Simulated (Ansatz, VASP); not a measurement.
One calculation of MoS, two programs

```
Mo S
1.0
     3.07203    0.00000    0.00000
     0.00000    3.07203    0.00000
     0.00000    0.00000    3.07203
Mo S
1 1
Direct
  0.00000 0.00000 0.00000
  0.50000 0.50000 0.50000
```

Alike in both runs: task single point; functional PBE; k mesh 14 × 14 × 14; occupations gaussian, width 0.1 eV; no spin polarisation; Hubbard terms Mo d U = 4.38 eV.

|  | VASP | Ansatz |
| --- | --- | --- |
| version | VASP 6.6.1 | Ansatz 0.2.0 |
| potentials or method | VASP PAW PBE potentials, release 64 (Mo_sv, S), cutoff 520 eV | scalar-relativistic, plane waves, PAW |
| valence electrons in the cell | 20 | 20 |

VASP gave:

| Item | Value |
| --- | --- |
| gap on the k mesh at the Fermi level (eV) | none |
| pressure (GPa) | -7.1 |

Question: Which values does Ansatz return?

Answer: gap on the k mesh at the Fermi level (eV): none; pressure (GPa): -7.6.

The programs project onto different local orbitals, so the same U acts differently, and such runs can settle in different states. A gap of «none» marks a metal or a gap that the smearing closes. Ansatz's warnings: filled band counts differ across k points.
